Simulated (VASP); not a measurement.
# In7GaP8 (a cell with a defect) in VASP: single point with PBE

Aim: the single point of In7GaP8 (a cell with a defect) with PBE.

Everything below comes from runs of VASP 6.6.1. Logs are shortened: lines on timing, memory, paths and dates and some standing lists are left out, and cuts for length are marked.

## Step 1: The cell of the first run

The cell holds a defect, 16 atoms: a = 8.428 Å, b = 8.428 Å, c = 8.428 Å, α = 60.00°, β = 60.00°, γ = 60.00°.

## Step 2: Single point, PBE, collinear spin

Input file INCAR:

```
  ALGO = Normal
  EDIFF = 1E-6
  ENCUT = 520
  GGA = PE
  ISIF = 2
  ISMEAR = 0
  ISPIN = 2
  LASPH = True
  LCHARG = False
  LORBIT = 11
  LREAL = Auto
  LWAVE = False
  MAGMOM = 0.2 0 0 0 0 0 0 0 0.2 0 0 0 0.2 0.2 0.2 0
  NBANDS = 90
  NELECT = 143.0
  NELM = 150
  PREC = Accurate
  SIGMA = 0.02
```

Input file KPOINTS:

```
k-points
0
Gamma
  3 3 3
```

Input file POSCAR:

```
In7GaP8
1.0
    0.0000000000      5.9597880289     -5.9597880289
    5.9597880289      5.9597880289      0.0000000000
    5.9597880289      0.0000000000     -5.9597880289
Ga In P
1 7 8
Direct
    0.5000000000      0.5000000000      0.0000000000
    0.4992801412      0.0007198588     -0.0007198588
    1.0007198588      0.4992801412     -0.0007198588
    1.0007198588      0.0007198588     -0.0007198588
    0.4992801412      0.4992801412      0.5007198588
    0.4992801412      0.0007198588      0.5007198588
    1.0007198588      0.4992801412      0.5007198588
    1.0000000000      0.0000000000      0.5000000000
    0.3802874366      0.3802874366      0.3591376901
    0.3751726333      0.8749424556      0.3749424556
    0.8749424556      0.3751726333      0.3749424556
    0.8749424556      0.8749424556      0.3749424556
    0.3802874366      0.3802874366      0.8802874366
    0.3802874366      0.8591376901      0.8802874366
    0.8591376901      0.3802874366      0.8802874366
    0.8749424556      0.8749424556      0.8751726333
```

Potentials or basis: VASP PAW PBE potentials, release 64 (Ga_d, In_d, P).

The run is started by

```sh
cat potpaw_PBE.64/Ga_d/POTCAR potpaw_PBE.64/In_d/POTCAR potpaw_PBE.64/P/POTCAR > POTCAR
mpirun -np 1 vasp_std > vasp.out
```

OUTCAR:

```text
EDIFF = 1E-6
   ENCUT = 520
   GGA = PE
   ISIF = 2
   ISMEAR = 0
   ISPIN = 2
   LASPH = True
   LORBIT = 11
   LREAL = Auto
   NELECT = 143.0
   NELM = 150
   PREC = Accurate

 ion  position               nearest neighbor table
   1  0.500  0.500  0.000-   9 2.47  14 2.47  15 2.47  13 2.47
   2  0.499  0.001  0.999-  10 2.59  16 2.59  13 2.61  14 2.61
   3  0.001  0.499  0.999-  11 2.59  16 2.59  13 2.61  15 2.61
   4  0.001  0.001  0.999-  16 2.59  12 2.59  15 2.61  14 2.61
   5  0.499  0.499  0.501-  10 2.59  11 2.59  13 2.61   9 2.61
   6  0.499  0.001  0.501-  10 2.59  12 2.59   9 2.61  14 2.61
[... 8 lines left out ...]
  15  0.859  0.380  0.880-   1 2.47   4 2.61   7 2.61   3 2.61
  16  0.875  0.875  0.875-   8 2.58   4 2.59   2 2.59   3 2.59

  LATTYP: Found a face centered cubic cell.
 ALAT       =    11.9195760578

  Lattice vectors:

 A1 = (   0.0000000000,   5.9597880289,  -5.9597880289)
 A2 = (   5.9597880289,   5.9597880289,   0.0000000000)
 A3 = (   5.9597880289,   0.0000000000,  -5.9597880289)

Analysis of symmetry for initial positions (statically):
=====================================================================
 Subroutine PRICEL returns:
 Original cell was already a primitive cell.

 Routine SETGRP: Setting up the symmetry group for a
 face centered cubic supercell.

 Subroutine GETGRP returns: Found 24 space group operations
 (whereof  4 operations were pure point group operations)
 out of a pool of 48 trial point group operations.

The static configuration has the point symmetry C_2v.
 The point group associated with its full space group is T_d .

Analysis of symmetry for dynamics (positions and initial velocities):
=====================================================================
 Subroutine PRICEL returns:
 Original cell was already a primitive cell.

 Routine SETGRP: Setting up the symmetry group for a
 face centered cubic supercell.

 Subroutine GETGRP returns: Found 24 space group operations
 (whereof  4 operations were pure point group operations)
 out of a pool of 48 trial point group operations.

The dynamic configuration has the point symmetry C_2v.
 The point group associated with its full space group is T_d .

Analysis of structural, dynamic, and magnetic symmetry:
=====================================================================
 Subroutine PRICEL returns:
 Original cell was already a primitive cell.
[... 156 lines left out ...]

 Free energy of the ion-electron system (eV)
  ---------------------------------------------------
  ext. energy  EPLUGINS =         0.00000000
  ---------------------------------------------------
  free energy    TOTEN  =       -71.77167419 eV

  energy without entropy =      -71.76842387  energy(sigma->0) =      -71.77004903

 E-fermi :   4.0393     XC(G=0):  -8.9621

 val. band max:        4.0327950595   @ k =   0.3333   0.0000   0.0000
 cond. band min:       4.0717287729   @ k =   0.3333   0.0000   0.0000
 fundamental gap:      0.0389337134
 Fermi energy:         4.0392760594

 spin component 1

 k-point     1 :       0.0000    0.0000    0.0000
  band No.  band energies     occupation
      1     -10.1823      1.00000
      2     -10.1823      1.00000
      3     -10.1823      1.00000
      4     -10.1144      1.00000
      5     -10.1144      1.00000
      6      -9.8512      1.00000
[... 333 lines left out ...]
     82       8.0812      0.00000
     83       8.1695      0.00000
 Fermi energy:         4.0392760594

 spin component 2

 k-point     1 :       0.0000    0.0000    0.0000
  band No.  band energies     occupation
      1     -10.1809      1.00000
      2     -10.1809      1.00000
      3     -10.1809      1.00000
      4     -10.1143      1.00000
      5     -10.1143      1.00000
      6      -9.8463      1.00000
[... 333 lines left out ...]
     82       8.0976      0.00000
     83       8.1834      0.00000
 [bands above 83 left out]

------------------------ aborting loop because EDIFF is reached ----------------------------------------

  FORCE on cell =-STRESS in cart. coord.  units (eV):
  Direction    XX          YY          ZZ          XY          YZ          ZX
  --------------------------------------------------------------------------------------
  -------------------------------------------------------------------------------------
  Total      -14.1641955    -14.1641955    -14.1641955      0.0000000      0.0000000      0.0000000
  in kB      -53.6018846    -53.6018846    -53.6018846      0.0000000      0.0000000      0.0000000
  external PRESSURE =     -53.6018846 kB  Pullay stress =       0.0000000 kB

 VOLUME and BASIS-vectors are now :
 -----------------------------------------------------------------------------
  energy-cutoff  :      520.00
  volume of cell :      423.37
      direct lattice vectors                 reciprocal lattice vectors
     0.000000000  5.959788029 -5.959788029    -0.083895601  0.083895601 -0.083895601
     5.959788029  5.959788029  0.000000000     0.083895601  0.083895601  0.083895601
     5.959788029  0.000000000 -5.959788029     0.083895601 -0.083895601 -0.083895601

 POSITION                                       TOTAL-FORCE (eV/Angst)
 -----------------------------------------------------------------------------------
      2.97989      5.95979     -2.97989         0.000000      0.000000     -0.000000
      5.95979      2.97989     -8.93110         0.000000      0.000000     -0.002334
      8.93110      2.97989     -5.95979         0.002334      0.000000     -0.000000
      5.95979      0.00858     -5.95979         0.000000     -0.002334     -0.000000
      5.95979      5.95121     -5.95979         0.000000      0.002334     -0.000000
      2.98847      2.97989     -5.95979        -0.002334      0.000000     -0.000000
[... 8 lines left out ...]
      7.51276      7.38671    -10.36661        -0.001612      0.001612     -0.001612
     10.43031     10.42894    -10.43031        -0.000230      0.000230      0.000230
 -----------------------------------------------------------------------------------
    total drift:                               -0.000002     -0.000002      0.000002

  FREE ENERGIE OF THE ION-ELECTRON SYSTEM (eV)
  ---------------------------------------------------
  free  energy   TOTEN  =       -71.7716741914 eV

  energy  without entropy=      -71.7684238670  energy(sigma->0) =      -71.77004903

 total charge

# of ion       s       p       d       tot
------------------------------------------
    1        0.853   0.680   9.985  11.518
    2        0.821   0.680   9.885  11.386
    3        0.821   0.680   9.885  11.386
    4        0.821   0.680   9.885  11.386
    5        0.821   0.680   9.885  11.386
    6        0.821   0.680   9.885  11.386
[... 8 lines left out ...]
   15        1.038   1.421   0.000   2.459
   16        1.039   1.439   0.000   2.478
--------------------------------------------------
tot         14.904  16.901  79.184 110.988

 magnetization (x)

# of ion       s       p       d       tot
------------------------------------------
    1       -0.001   0.000   0.002   0.001
    2       -0.001   0.003   0.002   0.004
    3       -0.001   0.003   0.002   0.004
    4       -0.001   0.003   0.002   0.004
    5       -0.001   0.003   0.002   0.004
    6       -0.001   0.003   0.002   0.004
[... 8 lines left out ...]
   15        0.001   0.019   0.000   0.019
   16        0.001   0.026   0.000   0.027
--------------------------------------------------
tot         -0.006   0.201   0.019   0.213
```

Wall time 14 min (1 thread of Intel Xeon Platinum 8488C (Sapphire Rapids), shared host); peak memory 0.86 GiB.

Results:

```
Free energy                                           : -71.7717 eV
Net moment                                            : 0.39 μB per cell
Site moments                                          : Ga +0.00; In +0.00, +0.01 (each value once); P +0.02, +0.03 (each value once) μB
Valence electrons inside the program's atomic spheres : Ga 11.52; In 11.39, 11.41 (each value once); P 2.46, 2.48 (each value once)
```

Forces on the atoms (eV/Å):
```
Ga   0.000  0.000  0.000
In   0.000  0.000 -0.002
In   0.002  0.000  0.000
In   0.000 -0.002  0.000
In   0.000  0.002  0.000
In  -0.002  0.000  0.000
In   0.000  0.000  0.002
In   0.000  0.000  0.000
P    0.002 -0.002 -0.002
P    0.000  0.000  0.000
P    0.000  0.000  0.000
P    0.000  0.000  0.000
P   -0.002 -0.002  0.002
P    0.002  0.002  0.002
P   -0.002  0.002 -0.002
P    0.000  0.000  0.000
```

Caveat: the cell carries a net charge on a neutralising background, which shifts energy and pressure; the cell is charged against a uniform background, so pressure and absolute levels hang on convention; spin-orbit coupling is left out, which moves the levels of the heavy elements.
